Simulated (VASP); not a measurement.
BP:

```
B P
1.0
     2.70805    0.00000    0.00000
     0.00000    2.70805    0.00000
     0.00000    0.00000    2.70805
B P
1 1
Direct
  0.00000 0.00000 0.00000
  0.50000 0.50000 0.50000
```

Program: VASP 6.6.1. Alike in all runs: task single point; potentials or basis VASP PAW PBE potentials, release 64 (B, P); no spin polarisation; cell as given; cutoff (eV) 520; smearing fermi-dirac 0.02 eV.

Question: Order these runs on this cell by their pressure, lowest first.
A. level HSE06; k mesh 3 × 3 × 3; grid for exact exchange (PRECFOCK) Normal; screening parameter 0.2079 1/Å
B. level PBE; k mesh 6 × 6 × 6
C. level PBE; k mesh 5 × 5 × 5

Answer: C (0.5 GPa), B (3.9 GPa), A (18.4 GPa).

Caveats: all runs use coarse meshes; the PAW data sets were made with another functional, which shifts forces and pressure a little (some runs).
